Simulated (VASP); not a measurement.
# Mg2BeS3 (I4/mmm) in VASP: single point with PBE

Aim: the single point of Mg2BeS3 with PBE.

Everything below comes from runs of VASP 6.6.1. Logs are shortened: lines on timing, memory, paths and dates and some standing lists are left out, and cuts for length are marked.

## Step 1: The cell of the first run

The structure is tetragonal, space group I4/mmm (No. 139). The conventional cell has a = 4.695 Å, b = 4.695 Å, c = 10.841 Å, α = 90.00°, β = 90.00°, γ = 90.00°. Mg (site symmetry -4m2) has 4 S at 2.47 Å and 4 Mg at 3.32 Å within 3.4 Å. Within 2.6 Å of Be (site symmetry 4/mmm) lie 2 S at 1.93 Å. Within 2.6 Å of S (site symmetry 4mm) lie 1 Be at 1.93 Å and 4 Mg at 2.47 Å. S (site symmetry 4/mmm) has 4 Be at 3.32 Å and 10 S at 3.49 to 3.84 Å and 8 Mg at 3.59 Å within 4.4 Å.

The cell was built from a structure type or drawn by symmetry, and may not be a known phase.

## Step 2: Single point, PBE

INCAR reads:

```
SYSTEM = Mg2BeS3
PREC = Accurate
ENCUT = 600
EDIFF = 1E-6
ISMEAR = 0
SIGMA = 0.15
LREAL = .FALSE.
LASPH = .TRUE.
NELM = 120
ALGO = Normal
ISIF = 2
LWAVE = .FALSE.
LCHARG = .TRUE.
GGA = PE
LELF = .TRUE.
LVHAR = .TRUE.
NBANDS = 21
GGA_COMPAT = .FALSE.
```

KPOINTS reads:

```
Automatic mesh
0
G
  3 3 3
  0 0 0
```

POSCAR reads:

```
Mg2BeS3
1.0
   -2.3474481676      2.3474481676      5.4202921107
    2.3474481676     -2.3474481676      5.4202921107
    2.3474481676      2.3474481676     -5.4202921107
Mg Be S
2 1 3
Direct
    0.7500000000      0.2500000000      0.5000000000
    0.2500000000      0.7500000000      0.5000000000
    0.5000000000      0.5000000000      0.0000000000
    0.6782467366      0.6782467366      0.0000000000
    0.3217532634      0.3217532634      0.0000000000
    0.0000000000      0.0000000000      0.0000000000
```

Potentials or basis: VASP PAW PBE potentials, release 64 (Mg, Be, S).

On the command line:

```bash
$ cat potpaw_PBE.64/Mg/POTCAR potpaw_PBE.64/Be/POTCAR potpaw_PBE.64/S/POTCAR > POTCAR
$ mpirun -np 1 vasp_std > vasp.out
```

OUTCAR:

```text
SYSTEM = Mg2BeS3
   PREC = Accurate
   ENCUT = 600
   EDIFF = 1E-6
   ISMEAR = 0
   LREAL = .FALSE.
   LASPH = .TRUE.
   NELM = 120
   ISIF = 2
   GGA = PE

 ion  position               nearest neighbor table
   1  0.750  0.250  0.500-   5 2.47   4 2.47   5 2.47   4 2.47   2 3.32   2 3.32   2 3.32   2 3.32

   2  0.250  0.750  0.500-   5 2.47   4 2.47   5 2.47   4 2.47   1 3.32   1 3.32   1 3.32   1 3.32

   3  0.500  0.500  0.000-   4 1.93   5 1.93
   4  0.678  0.678  0.000-   3 1.93   1 2.47   2 2.47   1 2.47   2 2.47
   5  0.322  0.322  0.000-   3 1.93   2 2.47   1 2.47   2 2.47   1 2.47
   6  0.000  0.000  0.000-

  LATTYP: Found a body centered tetragonal cell.
 ALAT       =     4.6948963352
 C/A-ratio  =     2.3090146081

  Lattice vectors:

 A1 = (  -2.3474481676,   2.3474481676,   5.4202921107)
 A2 = (   2.3474481676,  -2.3474481676,   5.4202921107)
 A3 = (   2.3474481676,   2.3474481676,  -5.4202921107)

Analysis of symmetry for initial positions (statically):
=====================================================================
 Subroutine PRICEL returns:
 Original cell was already a primitive cell.

 Routine SETGRP: Setting up the symmetry group for a
 body centered tetragonal supercell.

 Subroutine GETGRP returns: Found 16 space group operations
 (whereof 16 operations were pure point group operations)
 out of a pool of 16 trial point group operations.

The static configuration has the point symmetry D_4h.

Analysis of symmetry for dynamics (positions and initial velocities):
=====================================================================
 Subroutine PRICEL returns:
 Original cell was already a primitive cell.

 Routine SETGRP: Setting up the symmetry group for a
 body centered tetragonal supercell.

 Subroutine GETGRP returns: Found 16 space group operations
 (whereof 16 operations were pure point group operations)
 out of a pool of 16 trial point group operations.

The dynamic configuration has the point symmetry D_4h.

 Subroutine INISYM returns: Found 16 space group operations
 (whereof 16 operations are pure point group operations),
 and found     1 'primitive' translations

----------------------------------------------------------------------------------------

                                     Primitive cell

  volume of cell :     119.4744

  direct lattice vectors                    reciprocal lattice vectors
    -2.347448168  2.347448168  5.420292111     0.000000000  0.212997248  0.092245951
     2.347448168 -2.347448168  5.420292111     0.212997248  0.000000000  0.092245951
     2.347448168  2.347448168 -5.420292111     0.212997248  0.212997248  0.000000000

  length of vectors
     6.356146031  6.356146031  6.356146031     0.232114505  0.232114505  0.301223597

  position of ions in fractional coordinates (direct lattice)
     0.750000000  0.250000000  0.500000000
     0.250000000  0.750000000  0.500000000
     0.500000000  0.500000000  0.000000000
     0.678246737  0.678246737  0.000000000
     0.321753263  0.321753263  0.000000000
     0.000000000  0.000000000  0.000000000

  ion indices of the primitive-cell ions
   primitive index   ion index
                 1           1
                 2           2
                 3           3
                 4           4
                 5           5
                 6           6

----------------------------------------------------------------------------------------

 KPOINTS: Automatic mesh

Automatic generation of k-mesh.
 Grid dimensions read from file:
 generate k-points for:    3    3    3

 Generating k-lattice:

  Cartesian coordinates                     Fractional coordinates (reciprocal lattice)
     0.000000000  0.070999083  0.030748650     0.333333333  0.000000000  0.000000000
     0.070999083  0.000000000  0.030748650     0.000000000  0.333333333  0.000000000
     0.070999083  0.070999083  0.000000000     0.000000000  0.000000000  0.333333333

  Length of vectors
     0.077371502  0.077371502  0.100407866

  Shift w.r.t. Gamma in fractional coordinates (k-lattice)
     0.000000000  0.000000000  0.000000000

 Subroutine IBZKPT returns following result:
 ===========================================

 Found      6 irreducible k-points:

 Following reciprocal coordinates:
            Coordinates               Weight
  0.000000  0.000000  0.000000      1.000000
  0.333333  0.000000 -0.000000      8.000000
  0.333333  0.333333 -0.000000      8.000000
 -0.333333  0.333333  0.000000      4.000000
 -0.333333  0.333333  0.333333      4.000000
 -0.333333 -0.333333  0.333333      2.000000
   k-points           NKPTS =      6   k-points in BZ     NKDIM =      6   number of bands    NBANDS=     21
   number of dos      NEDOS =    301   number of ions     NIONS =      6
   total plane-waves  NPLWV = 157464
   dimension x,y,z NGX =    54 NGY =   54 NGZ =   54
   dimension x,y,z NGXF=   108 NGYF=  108 NGZF=  108
   ions per type =               2   1   3
   NGX,Y,Z   is equivalent  to a cutoff of  14.12, 14.12, 14.12 a.u.
   NGXF,Y,Z  is equivalent  to a cutoff of  28.25, 28.25, 28.25 a.u.
 SYSTEM =  Mg2BeS3
   PREC   = accura    normal or accurate (medium, high low for compatibility)
   ISTART =      0    job   : 0-new  1-cont  2-samecut
   ICHARG =      2    charge: 1-file 2-atom 10-const
   ISPIN  =      1    spin polarized calculation?
   LNONCOLLINEAR =      F non collinear calculations
   LSORBIT =      F    spin-orbit coupling
   LASPH  =      T    aspherical Exc in radial PAW
   ENCUT  =  600.0 eV  44.10 Ry    6.64 a.u.  12.69 12.69 12.69*2*pi/ulx,y,z
   NELM   =    120;   NELMIN=  2; NELMDL= -5     # of ELM steps
   EDIFF  = 0.1E-05   stopping-criterion for ELM
   LREAL  =      F    real-space projection
   EDIFFG = 0.1E-04   stopping-criterion for IOM
   NSW    =      0    number of steps for IOM
   IBRION =     -1    ionic relax: 0-MD 1-quasi-New 2-CG
   NFREE  =      0    steps in history (QN), initial steepest desc. (CG)
   ISIF   =      2    stress and relaxation
   ISYM   =      2    0-nonsym 1-usesym 2-fastsym
   POTIM  = 0.5000    time-step for ionic-motion
   TEBEG  =    0.0;   TEEND  =   0.0 temperature during run
   PSTRESS=    0.0 pullay stress
   NELECT =      24.0000    total number of electrons
   NUPDOWN=      -1.0000    fix difference up-down
   EMIN   =  10.00;   EMAX   =-10.00  energy-range for DOS
   EFERMI =   0.00;   METHOD = LEGACY
   ISMEAR =     0;   SIGMA  =   0.15  broadening in eV -4-tet -1-fermi 0-gaus
   EFERMI_NEDOS =   21; number of points for ismear=-14 and -15
   IALGO  =     38    algorithm
   IMIX   =      4    mixing-type and parameters
     AMIX     =   0.40;   BMIX     =  1.00
     AMIX_MAG =   1.60;   BMIX_MAG =  1.00
  volume/ion in A,a.u.               =      19.91       134.38
  Fermi-wavevector in a.u.,A,eV,Ry     =   0.958783  1.811837 12.507358  0.919265
  Thomas-Fermi vector in A             =   2.087921
   LORBIT       =      0    0 simple, 1 ext, 2 COOP (PROOUT), +10 PAW based schemes
   GGA     = PE    functional components
   LHFCALC =     F    Hartree Fock is set to
   AEXX    =    0.0000 exact exchange contribution
   IVDW    =     0    specifies the selected vdW correction
   LEPSILON=     F    determine dielectric tensor
   LRPA    =     F    only Hartree local field effects (RPA)
 non-spin polarized calculation
 Gauss-broadening in eV      SIGMA  =   0.15
  energy-cutoff  :      600.00
  volume of cell :      119.47
 maximum number of plane-waves:      4029
 NGX is ok and might be reduce to    54
   NGX = 25   NGY = 25   NGZ = 25

 number of electron      24.0000000 magnetization

 Free energy of the ion-electron system (eV)
  ---------------------------------------------------
  ext. energy  EPLUGINS =         0.00000000
  ---------------------------------------------------
  free energy    TOTEN  =       -23.28986392 eV

  energy without entropy =      -23.28986392  energy(sigma->0) =      -23.28986392

 E-fermi :   3.9756     XC(G=0):  -8.8902

 val. band max:        3.2529290941   @ k =  -0.3333   0.3333   0.3333
 cond. band min:       4.6836137970   @ k =  -0.3333  -0.3333   0.3333
 fundamental gap:      1.4306847029
 Fermi energy:         3.9756312857

 k-point     1 :       0.0000    0.0000    0.0000
  band No.  band energies     occupation
      1     -10.9040      2.00000
      2      -9.9648      2.00000
      3      -6.6102      2.00000
      4      -2.0802      2.00000
      5      -1.4519      2.00000
      6      -1.4519      2.00000
[... 13 lines left out ...]
     20       9.0813      0.00000
     21      10.2712      0.00000

 k-point     2 :       0.3333    0.0000   -0.0000
  band No.  band energies     occupation
      1     -10.6261      2.00000
      2     -10.1511      2.00000
      3      -6.6873      2.00000
      4      -2.3466      2.00000
      5      -2.0306      2.00000
      6      -1.1433      2.00000
[... 13 lines left out ...]
     20       9.4241      0.00000
     21       9.5186      0.00000

 k-point     3 :       0.3333    0.3333   -0.0000
  band No.  band energies     occupation
      1     -10.4308      2.00000
      2     -10.2173      2.00000
      3      -6.6727      2.00000
      4      -2.5115      2.00000
      5      -2.3140      2.00000
      6      -1.7935      2.00000
[... 13 lines left out ...]
     20       8.7130      0.00000
     21       9.9412      0.00000

 k-point     4 :      -0.3333    0.3333    0.0000
  band No.  band energies     occupation
      1     -10.4634      2.00000
      2     -10.1919      2.00000
      3      -6.6328      2.00000
      4      -2.3569      2.00000
      5      -2.2709      2.00000
      6      -1.6043      2.00000
[... 13 lines left out ...]
     20       9.9298      0.00000
     21      10.2342      0.00000

 k-point     5 :      -0.3333    0.3333    0.3333
  band No.  band energies     occupation
      1     -10.5822      2.00000
      2     -10.1824      2.00000
      3      -6.7739      2.00000
      4      -2.1050      2.00000
      5      -2.0250      2.00000
      6      -1.3186      2.00000
[... 13 lines left out ...]
     20       9.9335      0.00000
     21      11.1664      0.00000

 k-point     6 :      -0.3333   -0.3333    0.3333
  band No.  band energies     occupation
      1     -10.8482      2.00000
      2     -10.0067      2.00000
      3      -6.7450      2.00000
      4      -1.8730      2.00000
      5      -1.6637      2.00000
      6      -1.6637      2.00000
[... 13 lines left out ...]
     20       8.2375      0.00000
     21       9.8171      0.00000

------------------------ aborting loop because EDIFF is reached ----------------------------------------

  FORCE on cell =-STRESS in cart. coord.  units (eV):
  Direction    XX          YY          ZZ          XY          YZ          ZX
  --------------------------------------------------------------------------------------
  -------------------------------------------------------------------------------------
  Total       -0.3339894     -0.3339894      0.2991682      0.0000000      0.0000000      0.0000000
  in kB       -4.4788707     -4.4788707      4.0119116      0.0000000      0.0000000      0.0000000
  external PRESSURE =      -1.6486100 kB  Pullay stress =       0.0000000 kB

 VOLUME and BASIS-vectors are now :
 -----------------------------------------------------------------------------
  energy-cutoff  :      600.00
  volume of cell :      119.47
      direct lattice vectors                 reciprocal lattice vectors
    -2.347448168  2.347448168  5.420292111     0.000000000  0.212997248  0.092245951
     2.347448168 -2.347448168  5.420292111     0.212997248  0.000000000  0.092245951
     2.347448168  2.347448168 -5.420292111     0.212997248  0.212997248  0.000000000

 POSITION                                       TOTAL-FORCE (eV/Angst)
 -----------------------------------------------------------------------------------
     -0.00000      2.34745      2.71015         0.000000      0.000000     -0.000000
      2.34745     -0.00000      2.71015         0.000000      0.000000     -0.000000
      0.00000      0.00000      5.42029         0.000000      0.000000     -0.000000
      0.00000      0.00000      7.35259        -0.000000     -0.000000      0.066235
      0.00000      0.00000      3.48799         0.000000      0.000000     -0.066235
      0.00000      0.00000      0.00000         0.000000      0.000000      0.000000
 -----------------------------------------------------------------------------------
    total drift:                               -0.000000     -0.000000      0.000000

  FREE ENERGIE OF THE ION-ELECTRON SYSTEM (eV)
  ---------------------------------------------------
  free  energy   TOTEN  =       -23.2898639233 eV

  energy  without entropy=      -23.2898639233  energy(sigma->0) =      -23.28986392
```

Run time: 45 s. Hardware: 1 thread of Intel Xeon Platinum 8488C (Sapphire Rapids), shared host; peak memory 0.38 GiB.

What came out:

```
Free energy            : -23.2899 eV
Pressure               : -0.2 GPa
Largest force          : 0.066 eV/Å
Band gap on the k mesh : 1.43 eV (least direct gap 1.46 eV)
```

Forces in eV/Å, atoms in the order of the input:
```
Mg   0.000  0.000  0.000
Mg   0.000  0.000  0.000
Be   0.000  0.000  0.000
S    0.000  0.000  0.066
S    0.000  0.000 -0.066
S    0.000  0.000  0.000
```

Levels at points of the mesh, in eV from the valence-band top:
```csv
k point,band 9,band 10,band 11,band 12,band 13,band 14,band 15,band 16
"(0.00, 0.00, 0.00)",-3.38,-0.40,-0.17,-0.17,1.83,1.84,3.77,4.81
```

Caveat: the k points lie up to 0.49 Å⁻¹ apart; an odd mesh through Γ misses points on the zone boundary, where band edges can lie.
